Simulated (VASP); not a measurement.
# BP (F-43m) in VASP: notebook

BP is run at these levels: LDA; tasks: single point, relaxation of cell and atoms.

Program: VASP 6.6.1. These are calculated values, not measurements. Logs are shortened: lines on timing, memory, paths and dates and some standing lists are left out, and cuts for length are marked.

### 1 The cell of the first run

Symmetry: F-43m, No. 216, cubic system. Conventional cell: a = 4.500 Å, b = 4.500 Å, c = 4.500 Å, α = 90.00°, β = 90.00°, γ = 90.00°. B (site symmetry -43m) has 4 P at 1.95 Å within 2.6 Å. Within 2.6 Å of P (site symmetry -43m) lie 4 B at 1.95 Å.

### 2 Single point, LDA

Contents of INCAR:

```
PREC     = Accurate       # precision mode
ENCUT    = 500            # plane-wave cutoff, eV
EDIFF    = 1E-6           # SCF threshold, eV
ISMEAR   = 0              # smearing method
SIGMA    = 0.01           # smearing width, eV
LREAL    = F              # projectors in reciprocal space
LASPH    = T              # aspherical terms in the spheres
NELM     = 120            # most SCF steps
ALGO     = Normal         # electronic algorithm
ISIF     = 2              # what is computed and relaxed
LWAVE    = F              # write WAVECAR
LCHARG   = F              # write CHGCAR
NBANDS   = 11             # bands
GGA_COMPAT= F
```

Contents of KPOINTS:

```
regular mesh
0
Gamma
  4 4 4
```

Contents of POSCAR:

```
BP
1.0
    0.0000000000      2.2500033741      2.2500033741
    2.2500033741      0.0000000000      2.2500033741
    2.2500033741      2.2500033741      0.0000000000
B P
1 1
Direct
    0.0000000000      0.0000000000      0.0000000000
    0.2500000000      0.2500000000      0.2500000000
```

Potentials or basis: VASP PAW LDA potentials, release 64 (B, P).

Launch:

```bash
$ cat potpaw_LDA.64/B/POTCAR potpaw_LDA.64/P/POTCAR > POTCAR
$ mpirun -np 1 vasp_std > vasp.out
```

OUTCAR:

```text
PREC = Accurate
   ENCUT = 500
   EDIFF = 1E-6
   ISMEAR = 0
   LREAL = F
   LASPH = T
   NELM = 120
   ISIF = 2

 ion  position               nearest neighbor table
   1  0.000  0.000  0.000-   2 1.95   2 1.95   2 1.95   2 1.95
   2  0.250  0.250  0.250-   1 1.95   1 1.95   1 1.95   1 1.95

  LATTYP: Found a face centered cubic cell.
 ALAT       =     4.5000067482

  Lattice vectors:

 A1 = (   0.0000000000,   2.2500033741,   2.2500033741)
 A2 = (   2.2500033741,   0.0000000000,   2.2500033741)
 A3 = (   2.2500033741,   2.2500033741,   0.0000000000)

Analysis of symmetry for initial positions (statically):
=====================================================================
 Subroutine PRICEL returns:
 Original cell was already a primitive cell.

 Routine SETGRP: Setting up the symmetry group for a
 face centered cubic supercell.

 Subroutine GETGRP returns: Found 24 space group operations
 (whereof 24 operations were pure point group operations)
 out of a pool of 48 trial point group operations.

The static configuration has the point symmetry T_d .

Analysis of symmetry for dynamics (positions and initial velocities):
=====================================================================
 Subroutine PRICEL returns:
 Original cell was already a primitive cell.

 Routine SETGRP: Setting up the symmetry group for a
 face centered cubic supercell.

 Subroutine GETGRP returns: Found 24 space group operations
 (whereof 24 operations were pure point group operations)
 out of a pool of 48 trial point group operations.

The dynamic configuration has the point symmetry T_d .

 Subroutine INISYM returns: Found 24 space group operations
 (whereof 24 operations are pure point group operations),
 and found     1 'primitive' translations

----------------------------------------------------------------------------------------

                                     Primitive cell

  volume of cell :      22.7814

  direct lattice vectors                    reciprocal lattice vectors
     0.000000000  2.250003374  2.250003374    -0.222221889  0.222221889  0.222221889
     2.250003374  0.000000000  2.250003374     0.222221889 -0.222221889  0.222221889
     2.250003374  2.250003374  0.000000000     0.222221889  0.222221889 -0.222221889

  length of vectors
     3.181985287  3.181985287  3.181985287     0.384899602  0.384899602  0.384899602

  position of ions in fractional coordinates (direct lattice)
     0.000000000  0.000000000  0.000000000
     0.250000000  0.250000000  0.250000000

  ion indices of the primitive-cell ions
   primitive index   ion index
                 1           1
                 2           2

----------------------------------------------------------------------------------------

 KPOINTS: regular mesh

Automatic generation of k-mesh.
 Grid dimensions read from file:
 generate k-points for:    4    4    4

 Generating k-lattice:

  Cartesian coordinates                     Fractional coordinates (reciprocal lattice)
    -0.055555472  0.055555472  0.055555472     0.250000000  0.000000000  0.000000000
     0.055555472 -0.055555472  0.055555472     0.000000000  0.250000000  0.000000000
     0.055555472  0.055555472 -0.055555472     0.000000000  0.000000000  0.250000000

  Length of vectors
     0.096224901  0.096224901  0.096224901

  Shift w.r.t. Gamma in fractional coordinates (k-lattice)
     0.000000000  0.000000000  0.000000000

 Subroutine IBZKPT returns following result:
 ===========================================

 Found      8 irreducible k-points:

 Following reciprocal coordinates:
            Coordinates               Weight
  0.000000  0.000000  0.000000      1.000000
  0.250000  0.000000  0.000000      8.000000
  0.500000  0.000000  0.000000      4.000000
  0.250000  0.250000  0.000000      6.000000
  0.500000  0.250000  0.000000     24.000000
 -0.250000  0.250000  0.000000     12.000000
  0.500000  0.500000  0.000000      3.000000
 -0.250000  0.500000  0.250000      6.000000
   k-points           NKPTS =      8   k-points in BZ     NKDIM =      8   number of bands    NBANDS=     11
   number of dos      NEDOS =    301   number of ions     NIONS =      2
   total plane-waves  NPLWV =  13824
   dimension x,y,z NGX =    24 NGY =   24 NGZ =   24
   dimension x,y,z NGXF=    48 NGYF=   48 NGZF=   48
   ions per type =               1   1
   NGX,Y,Z   is equivalent  to a cutoff of  12.54, 12.54, 12.54 a.u.
   NGXF,Y,Z  is equivalent  to a cutoff of  25.08, 25.08, 25.08 a.u.
 SYSTEM =  unknown system
   PREC   = accura    normal or accurate (medium, high low for compatibility)
   ISTART =      0    job   : 0-new  1-cont  2-samecut
   ICHARG =      2    charge: 1-file 2-atom 10-const
   ISPIN  =      1    spin polarized calculation?
   LNONCOLLINEAR =      F non collinear calculations
   LSORBIT =      F    spin-orbit coupling
   LASPH  =      T    aspherical Exc in radial PAW
   ENCUT  =  500.0 eV  36.75 Ry    6.06 a.u.   5.80  5.80  5.80*2*pi/ulx,y,z
   NELM   =    120;   NELMIN=  2; NELMDL= -5     # of ELM steps
   EDIFF  = 0.1E-05   stopping-criterion for ELM
   LREAL  =      F    real-space projection
   EDIFFG = 0.1E-04   stopping-criterion for IOM
   NSW    =      0    number of steps for IOM
   IBRION =     -1    ionic relax: 0-MD 1-quasi-New 2-CG
   NFREE  =      0    steps in history (QN), initial steepest desc. (CG)
   ISIF   =      2    stress and relaxation
   ISYM   =      2    0-nonsym 1-usesym 2-fastsym
   POTIM  = 0.5000    time-step for ionic-motion
   TEBEG  =    0.0;   TEEND  =   0.0 temperature during run
   PSTRESS=    0.0 pullay stress
   NELECT =       8.0000    total number of electrons
   NUPDOWN=      -1.0000    fix difference up-down
   EMIN   =  10.00;   EMAX   =-10.00  energy-range for DOS
   EFERMI =   0.00;   METHOD = LEGACY
   ISMEAR =     0;   SIGMA  =   0.01  broadening in eV -4-tet -1-fermi 0-gaus
   EFERMI_NEDOS =   21; number of points for ismear=-14 and -15
   IALGO  =     38    algorithm
   IMIX   =      4    mixing-type and parameters
     AMIX     =   0.40;   BMIX     =  1.00
     AMIX_MAG =   1.60;   BMIX_MAG =  1.00
  volume/ion in A,a.u.               =      11.39        76.87
  Fermi-wavevector in a.u.,A,eV,Ry     =   1.154990  2.182615 18.150206  1.334003
  Thomas-Fermi vector in A             =   2.291622
   LORBIT       =      0    0 simple, 1 ext, 2 COOP (PROOUT), +10 PAW based schemes
   GGA     = CA    functional components
   LHFCALC =     F    Hartree Fock is set to
   AEXX    =    0.0000 exact exchange contribution
   IVDW    =     0    specifies the selected vdW correction
   LEPSILON=     F    determine dielectric tensor
   LRPA    =     F    only Hartree local field effects (RPA)
 non-spin polarized calculation
 Gauss-broadening in eV      SIGMA  =   0.01
  energy-cutoff  :      500.00
  volume of cell :       22.78
 maximum number of plane-waves:       604
   NGX = 11   NGY = 11   NGZ = 11

 number of electron       8.0000001 magnetization

 Free energy of the ion-electron system (eV)
  ---------------------------------------------------
  ext. energy  EPLUGINS =         0.00000000
  ---------------------------------------------------
  free energy    TOTEN  =       -14.22175701 eV

  energy without entropy =      -14.22175701  energy(sigma->0) =      -14.22175701

 E-fermi :   7.8104     XC(G=0): -11.1810

 val. band max:        7.7520295865   @ k =   0.0000   0.0000   0.0000
 cond. band min:       8.9762158602   @ k =   0.5000   0.5000   0.0000
 fundamental gap:      1.2241862737
 Fermi energy:         7.8103894947

 k-point     1 :       0.0000    0.0000    0.0000
  band No.  band energies     occupation
      1      -7.8805      2.00000
      2       7.7520      2.00000
      3       7.7520      2.00000
      4       7.7520      2.00000
      5      11.1500      0.00000
      6      11.1500      0.00000
      7      11.1500      0.00000
      8      15.5042      0.00000
      9      19.1529      0.00000
     10      19.9807      0.00000
     11      19.9807      0.00000

 k-point     2 :       0.2500    0.0000    0.0000
  band No.  band energies     occupation
      1      -6.7509      2.00000
      2       2.8421      2.00000
      3       6.6147      2.00000
      4       6.6147      2.00000
      5      11.8436      0.00000
      6      12.5202      0.00000
      7      12.5202      0.00000
      8      17.4580      0.00000
      9      18.7305      0.00000
     10      18.7305      0.00000
     11      20.7668      0.00000

 k-point     3 :       0.5000    0.0000    0.0000
  band No.  band energies     occupation
      1      -4.4470      2.00000
      2      -1.4577      2.00000
      3       5.9686      2.00000
      4       5.9686      2.00000
      5      11.6722      0.00000
      6      12.4249      0.00000
      7      12.4249      0.00000
      8      17.7329      0.00000
      9      22.4697      0.00000
     10      22.4697      0.00000
     11      22.5284      0.00000

 k-point     4 :       0.2500    0.2500    0.0000
  band No.  band energies     occupation
      1      -6.3682      2.00000
      2       4.1039      2.00000
      3       4.9522      2.00000
      4       4.9522      2.00000
      5       9.4855      0.00000
      6      12.6110      0.00000
      7      15.5464      0.00000
      8      15.5464      0.00000
      9      20.1216      0.00000
     10      21.5978      0.00000
     11      23.1359      0.00000

 k-point     5 :       0.5000    0.2500    0.0000
  band No.  band energies     occupation
      1      -4.0619      2.00000
      2      -0.0267      2.00000
      3       2.8808      2.00000
      4       4.4924      2.00000
      5      10.1837      0.00000
      6      14.1300      0.00000
      7      15.9432      0.00000
      8      16.2371      0.00000
      9      20.9547      0.00000
     10      22.6424      0.00000
     11      25.2366      0.00000

 k-point     6 :      -0.2500    0.2500    0.0000
  band No.  band energies     occupation
      1      -4.9882      2.00000
      2       1.2464      2.00000
      3       2.3760      2.00000
      4       5.7805      2.00000
      5      11.5644      0.00000
      6      14.1572      0.00000
      7      15.3196      0.00000
      8      16.6077      0.00000
      9      17.7186      0.00000
     10      20.4500      0.00000
     11      25.4039      0.00000

 k-point     7 :       0.5000    0.5000    0.0000
  band No.  band energies     occupation
      1      -2.9123      2.00000
      2      -0.8745      2.00000
      3       3.5440      2.00000
      4       3.5440      2.00000
      5       8.9762      0.00000
      6       9.2546      0.00000
      7      19.9805      0.00000
      8      19.9805      0.00000
      9      23.0345      0.00000
     10      24.6733      0.00000
     11      25.9178      0.00000

 k-point     8 :      -0.2500    0.5000    0.2500
  band No.  band energies     occupation
      1      -2.6070      2.00000
      2      -0.2931      2.00000
      3       1.8938      2.00000
      4       2.0950      2.00000
      5      12.9776      0.00000
      6      14.4504      0.00000
      7      15.0685      0.00000
      8      15.3449      0.00000
      9      20.6617      0.00000
     10      24.0894      0.00000
     11      24.2994      0.00000

------------------------ aborting loop because EDIFF is reached ----------------------------------------

  FORCE on cell =-STRESS in cart. coord.  units (eV):
  Direction    XX          YY          ZZ          XY          YZ          ZX
  --------------------------------------------------------------------------------------
  -------------------------------------------------------------------------------------
  Total       -0.0145717     -0.0145717     -0.0145717      0.0000000     -0.0000000      0.0000000
  in kB       -1.0248038     -1.0248038     -1.0248038      0.0000000     -0.0000000      0.0000000
  external PRESSURE =      -1.0248038 kB  Pullay stress =       0.0000000 kB

 VOLUME and BASIS-vectors are now :
 -----------------------------------------------------------------------------
  energy-cutoff  :      500.00
  volume of cell :       22.78
      direct lattice vectors                 reciprocal lattice vectors
     0.000000000  2.250003374  2.250003374    -0.222221889  0.222221889  0.222221889
     2.250003374  0.000000000  2.250003374     0.222221889 -0.222221889  0.222221889
     2.250003374  2.250003374  0.000000000     0.222221889  0.222221889 -0.222221889

 POSITION                                       TOTAL-FORCE (eV/Angst)
 -----------------------------------------------------------------------------------
      0.00000      0.00000      0.00000        -0.000000     -0.000000     -0.000000
      1.12500      1.12500      1.12500         0.000000      0.000000      0.000000
 -----------------------------------------------------------------------------------
    total drift:                                0.000000      0.000000      0.000000

  FREE ENERGIE OF THE ION-ELECTRON SYSTEM (eV)
  ---------------------------------------------------
  free  energy   TOTEN  =       -14.2217570110 eV

  energy  without entropy=      -14.2217570110  energy(sigma->0) =      -14.22175701
```

Run time: 1.8 s. Hardware: 1 thread of Intel Xeon Platinum 8559C (Emerald Rapids), shared host; peak memory 0.11 GiB.

Results:

| Item | Value |
| --- | --- |
| Free energy | -14.2218 eV |
| Pressure | -0.1 GPa |
| Band gap on the k mesh | 1.22 eV, indirect (least direct gap 3.40 eV) |

Caveat: the k points lie up to 0.60 Å⁻¹ apart. A k mesh can miss the band edges.

### 3 Relaxation of cell and atoms, LDA

This run uses another cell than the first one, of 11.70 Å³/atom, 1.027 times its volume.

Contents of INCAR:

```
SYSTEM = BP
ALGO = Normal
EDIFF = 1E-7
EDIFFG = -0.002
ENCUT = 500
GGA = CA
GGA_COMPAT = .False.
IBRION = 2
ISIF = 3
ISMEAR = 0
LASPH = .True.
LCHARG = .False.
LREAL = .False.
LWAVE = .False.
NELM = 120
NELMIN = 4
NSW = 80
PREC = Accurate
SIGMA = 0.01
```

Contents of KPOINTS:

```
k-points
0
Gamma
  4 4 4
  0 0 0
```

Contents of POSCAR:

```
BP
1.0
    0.0000000000      2.2700000000      2.2700000000
    2.2700000000      0.0000000000      2.2700000000
    2.2700000000      2.2700000000      0.0000000000
B P
1 1
Direct
    0.0000000000      0.0000000000      0.0000000000
    0.2500000000      0.2500000000      0.2500000000
```

Potentials or basis: VASP PAW LDA potentials, release 64 (B, P).

Launch:

```bash
$ cat potpaw_LDA.64/B/POTCAR potpaw_LDA.64/P/POTCAR > POTCAR
$ mpirun -np 1 vasp_std > vasp.out
```

Run time: 2.6 s. Hardware: 1 thread of Intel Xeon Platinum 8559C (Emerald Rapids), shared host; peak memory 0.12 GiB.

Results (log left out):

```
Free energy                            : -14.2221 eV
Relaxed volume                         : 11.39 Å³/atom
Relaxed cell                           : a = 3.181 Å, b = 3.181 Å, c = 3.181 Å, α = 60.00°, β = 60.00°, γ = 60.00°
Space group after relaxing (to 0.05 Å) : F-43m (No. 216)
Energy gained by relaxing              : 4.5 meV/atom
Ionic steps                            : 3
Pressure after relaxing                : 0.0 GPa
Band gap on the k mesh                 : 1.22 eV, indirect (least direct gap 3.40 eV)
```

The path:
```tsv
step	energy change (eV)	largest force (eV/Å)	pressure (GPa)	volume (Å³)
1	0.0000	0.0000	-4.48	23.39
2	-0.0036	0.0000	3.73	22.30
3	-0.0089	0.0000	-0.01	22.77
```

Final structure:
```xyz
2
Lattice="0.0000 2.2496 2.2496 2.2496 0.0000 2.2496 2.2496 2.2496 0.0000" Properties=species:S:1:pos:R:3 pbc="T T T"
B     0.0000    0.0000    0.0000
P     1.1248    1.1248    1.1248
```

Levels at points of the mesh, in eV from the valence-band top:
```csv
k point,band 1,band 2,band 3,band 4,band 5,band 6,band 7,band 8
"(0.00, 0.00, 0.00)",-15.64,0.00,0.00,0.00,3.40,3.40,3.40,7.76
"(0.50, 0.00, 0.00)",-12.20,-9.21,-1.78,-1.78,3.92,4.67,4.67,9.98
"(0.50, 0.50, 0.00)",-10.67,-8.63,-4.21,-4.21,1.22,1.50,12.23,12.23
```

Caveat: the k points lie up to 0.60 Å⁻¹ apart in the final cell. As with any semilocal functional, this LDA gap is likely too small.
